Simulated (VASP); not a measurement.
Here is a VASP 6.6.1 calculation.

INCAR

```
PREC     = Accurate       # precision mode
ENCUT    = 600            # plane-wave cutoff, eV
EDIFF    = 1E-6           # SCF threshold, eV
ISMEAR   = -1             # smearing method
SIGMA    = 0.05           # smearing width, eV
LREAL    = False          # projectors in reciprocal space
LASPH    = True           # aspherical terms in the spheres
NELM     = 60             # most SCF steps
ALGO     = Normal         # electronic algorithm
ISIF     = 3              # what is computed and relaxed
LWAVE    = False          # write WAVECAR
LCHARG   = False          # write CHGCAR
GGA      = PE             # functional
IBRION   = 2              # ionic algorithm
NSW      = 60             # ionic steps
EDIFFG   = -0.005         # ionic threshold
PSTRESS  = 44.0
```

KPOINTS

```
regular mesh
0
Gamma
  7 7 9
```

The input POSCAR:

```
La
1.0
    5.6920494195      0.0000000000      0.0000000000
   -2.8460247097      4.9294593968      0.0000000000
    0.0000000000      0.0000000000      3.5290706401
La
3
Direct
    0.0000000000      0.0000000000      0.0000000000
    0.3333333333      0.6666666667      0.5000000000
    0.6666666667      0.3333333333      0.5000000000
```

Potentials or basis: VASP PAW PBE potentials, release 64 (La).

Command:

```sh
$ cat potpaw_PBE.64/La/POTCAR > POTCAR
$ mpirun -np 1 vasp_std > vasp.out
```

(1) Estimate the band gap on the k mesh.

(2) Estimate the space group after relaxing (to 0.1 Å).

(3) Predict the relaxed volume.

(4) Predict the relaxed cell.

## Answers

(1) zero (an odd number of electrons rules out a gap without spin polarisation).

(2) P6/mmm (No. 191).

(3) 32.37 Å³/atom.

(4) a = 5.736 Å, b = 5.736 Å, c = 3.408 Å, α = 90.00°, β = 90.00°, γ = 120.00°.

Caveat: the cell is relaxed towards a set pressure, so the run minimises the enthalpy, not the energy; spin-orbit coupling is left out, which moves the levels of the heavy elements.
